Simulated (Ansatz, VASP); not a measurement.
**Two plane-wave programs on B2AsH2**

```xyz
5
Lattice="3.3404 0.0000 0.0000 -1.6702 2.8928 0.0000 0.0000 0.0000 9.1743" Properties=species:S:1:pos:R:3 pbc="T T T"
B     0.0000    1.9286    5.6201
B     1.6702    0.9643    3.5542
H     0.0000    0.0000    8.7990
H     0.0000    0.0000    0.3752
As    0.0000    0.0000    4.5871
```

Change from the starting cell: species swapped into the K2PtC2 type (P-3m1, No. 164).

Alike in both runs: task relaxation of cell and atoms; functional PBE; k mesh 12 × 12 × 4; occupations gaussian, width 0.1 eV; no spin polarisation.

```csv
,VASP,Ansatz
version,VASP 6.6.1,Ansatz 0.2.0
potentials or method,"VASP PAW PBE potentials, release 64 (B, H, As), cutoff 600 eV","scalar-relativistic, plane waves, PAW"
valence electrons in the cell,13,23
```

Ansatz gave:

```
gap on the k mesh at the Fermi level, each at its own relaxed structure (eV) : none
relaxed volume (Å³/atom)                                                     : 17.73
relaxed cell length with the largest relative difference (Å)                 : 3.340
```

Q: What did VASP give for the same quantities?

A: gap on the k mesh at the Fermi level, each at its own relaxed structure (eV): none; relaxed volume (Å³/atom): 17.78; relaxed cell length with the largest relative difference (Å): 3.344.

A gap of «none» marks a metal or a gap that the smearing closes. VASP's potentials hold 13 valence electrons a cell and Ansatz's 23, so a difference there can come from the potentials and not from the codes.
